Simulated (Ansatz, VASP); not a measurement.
# Two plane-wave programs on C

```xyz
2
Lattice="-1.1827 1.1827 2.0517 1.1827 -1.1827 2.0517 1.1827 1.1827 -2.0517" Properties=species:S:1:pos:R:3 pbc="T T T"
C     0.0000    0.0000    3.3527
C     0.0000    0.0000    0.7507
```

Alike in both runs: functional PBE; k mesh 32 × 32 × 32; occupations gaussian, width 0.1 eV; no spin polarisation.

Ansatz relaxed the structure, and its values are those at the end. VASP's run is a single point on that final structure, the one shown.

|  | VASP | Ansatz |
| --- | --- | --- |
| version | VASP 6.6.1 | Ansatz 0.2.0 |
| potentials or method | VASP PAW PBE potentials, release 64 (C), cutoff 520 eV | scalar-relativistic, plane waves, PAW |
| valence electrons in the cell | 8 | 8 |

|  | VASP | Ansatz | Ansatz less VASP |
| --- | --- | --- | --- |
| gap on the k mesh at the Fermi level (eV) | none | none | - |
| pressure (GPa) | 0.4 | 0.0 | -0.40 |
| rms of the force components (eV/Å) | 0.021 | 0.000 | -0.0204 |

A gap of «none» marks a metal or a gap that the smearing closes.
